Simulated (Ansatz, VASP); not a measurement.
Two plane-wave programs on CdS

```
CELL_PARAMETERS angstrom
4.26117 0.00000 0.00000
-2.13058 3.69028 0.00000
0.00000 0.00000 5.80417
ATOMIC_POSITIONS crystal
Cd 0.00000 0.00000 0.44269
S 0.66667 0.33333 0.43431
```

Alike in both runs: task single point; functional LDA; k mesh 6 × 6 × 4; occupations gaussian, width 0.1 eV; no spin polarisation.

|  | VASP | Ansatz |
| --- | --- | --- |
| version | VASP 6.6.1 | Ansatz 0.2.0 |
| potentials or method | VASP PAW LDA potentials, release 64 (Cd, S), cutoff 520 eV | scalar-relativistic, plane waves, PAW |
| valence electrons in the cell | 18 | 26 |

```tsv
	VASP	Ansatz	Ansatz less VASP
gap on the k mesh at the Fermi level (eV)	1.27	1.24	-0.030
least direct gap on the mesh (eV)	1.29	1.26	-0.026
pressure (GPa)	-2.3	-2.5	-0.23
traceless stress, the component that is largest in VASP (GPa)	2.16	2.40	+0.241
rms of the force components (eV/Å)	0.013	0.015	+0.0018
```

LDA's correlation is that of Perdew and Zunger in VASP and of Perdew and Wang (1992) in Ansatz. Atom by atom the forces differ by 0.002 eV/Å (rms over components). VASP's potentials hold 18 valence electrons a cell and Ansatz's 26, so a difference there can come from the potentials and not from the codes.
